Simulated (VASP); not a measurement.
Set up this calculation in VASP 6.6.1, as the native input.

* Task: single point
* Functional: PBE
* Potentials or basis: VASP PAW PBE potentials, release 64 (Ti_sv, W_sv)
* Cutoff: 520 eV
* k mesh: 3 × 3 × 3
* Occupations: gaussian, width 0.1 eV
* Spin: no spin polarisation
* Dipole correction: no
* Further INCAR settings: LREAL = Auto; ALGO = Normal; EDIFF = 1e-06; NBANDS = 117

The structure of TiW14 (a cell with a defect) lies in POSCAR:

```
TiW14
1.0
    6.3200000000      0.0000000000      0.0000000000
    0.0000000000      6.3200000000      0.0000000000
    0.0000000000      0.0000000000      6.3200000000
Ti W
1 14
Direct
    0.1559542722      0.1541337025      0.1547721519
    0.5099242089     -0.0057960443     -0.0054384494
   -0.0046121835      0.5082658228     -0.0050563291
   -0.0047083861     -0.0055234177      0.5088196203
    0.4971799051      0.4961169304     -0.0005337025
    0.4971034810     -0.0009615506      0.4964738924
    0.7420047468      0.2549691456      0.2553337025
    0.0000246835      0.4962579114      0.4967055380
    0.2561018987      0.7405594937      0.2557039557
    0.2560113924      0.2552362342      0.7411428797
    0.4991542722      0.4982262658      0.4986571203
    0.7578833861      0.7567697785      0.2496113924
    0.7578090190      0.2492539557      0.7571313291
    0.2500618671      0.7570588608      0.7575085443
    0.7512545886      0.7502696203      0.7506536392
```

One way to write it, as run:

INCAR

```
  PREC = Accurate
  ENCUT = 520
  EDIFF = 1E-6
  ISMEAR = 0
  SIGMA = 0.1
  LREAL = Auto
  LASPH = True
  NELM = 80
  ALGO = Normal
  ISIF = 2
  LWAVE = False
  LCHARG = True
  GGA = PE
  LELF = True
  LVHAR = True
  NBANDS = 117
```

KPOINTS

```
regular mesh
0
Gamma
  3 3 3
```

Potentials or basis: VASP PAW PBE potentials, release 64 (Ti_sv, W_sv).

Run with:

```bash
$ cat potpaw_PBE.64/Ti_sv/POTCAR potpaw_PBE.64/W_sv/POTCAR > POTCAR
$ mpirun -np 1 vasp_std > vasp.out
```

It gave:

```
Pressure               : 1.1 GPa
Largest force          : 0.608 eV/Å
Band gap on the k mesh : zero (band 104 reaches 10.50 eV, above the bottom of band 105 at 9.59 eV)
```

Caveat: spin-orbit coupling is left out, which moves the levels of the heavy elements.

Wall time 16 min on 1 thread of AMD EPYC 7R43 64-Core Processor (Zen 3) (shared host), peak memory 0.42 GiB.
